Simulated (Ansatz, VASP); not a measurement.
# Ir in VASP and in Ansatz

The input INCAR:

```
ALGO     = Normal         # electronic algorithm
EDIFF    = 1E-6           # SCF threshold, eV
ENCUT    = 520            # plane-wave cutoff, eV
GGA      = PE             # functional
ISIF     = 2              # what is computed and relaxed
ISMEAR   = 0              # smearing method
LASPH    = True           # aspherical terms in the spheres
LCHARG   = True           # write CHGCAR
LELF     = True           # ELF
LREAL    = False          # projectors in reciprocal space
LVHAR    = True         
LWAVE    = False          # write WAVECAR
NBANDS   = 16             # bands
NELM     = 80             # most SCF steps
PREC     = Accurate       # precision mode
SIGMA    = 0.15           # smearing width, eV
```

KPOINTS

```
k-points
0
Gamma
  18 18 12
```

The input POSCAR:

```
Ir
1.0
    2.5312676630      0.0000000000      0.0000000000
   -1.2656338315      2.1921420999      0.0000000000
    0.0000000000      0.0000000000      4.8192732000
Ir
2
Direct
    0.6666666667      0.3333333333      0.7500000000
    0.3333333333      0.6666666667      0.2500000000
```

Input for Ansatz:

```yaml
crystal:
  lattice:
    - [2.531267663, 0.0, 0.0]
    - [-1.2656338315, 2.1921420999, 0.0]
    - [0.0, 0.0, 4.8192732]
  atoms:
    - { symbol: Ir, position: [0.6666666667, 0.3333333333, 0.75] }
    - { symbol: Ir, position: [0.3333333333, 0.6666666667, 0.25] }
basis:
  ecutwfc: 420
kpoints:
  mp_grid: { grid: [18, 18, 12] }
hamiltonian:
  xc: pbe
scf:
  occupations: { method: gaussian, width: 0.15 }
output:
  forces: true
  stress: true
  eigenvalues: true
```

Change from the starting cell: strain -0.080 along x and y, +0.080 along z, atoms carried along.

Alike in both runs: task single point; functional PBE; k mesh 18 × 18 × 12; occupations gaussian, width 0.15 eV; no spin polarisation.

|  | VASP | Ansatz |
| --- | --- | --- |
| version | VASP 6.6.1 | Ansatz 0.2.0 |
| potentials or method | VASP PAW PBE potentials, release 64 (Ir), cutoff 520 eV | scalar-relativistic, plane waves, PAW |
| valence electrons in the cell | 18 | 34 |

```csv
,VASP,Ansatz,Ansatz less VASP
gap on the k mesh at the Fermi level (eV),none,none,-
pressure (GPa),51.8,50.6,-1.13
"traceless stress, the component that is largest in VASP (GPa)",-59.06,-58.87,+0.196
```

A gap of «none» marks a metal or a gap that the smearing closes. Both programs put the cell under a high pressure, so it lies far from rest at this level. VASP's potentials hold 18 valence electrons a cell and Ansatz's 34, so a difference there can come from the potentials and not from the codes.

Spin-orbit coupling is off throughout.
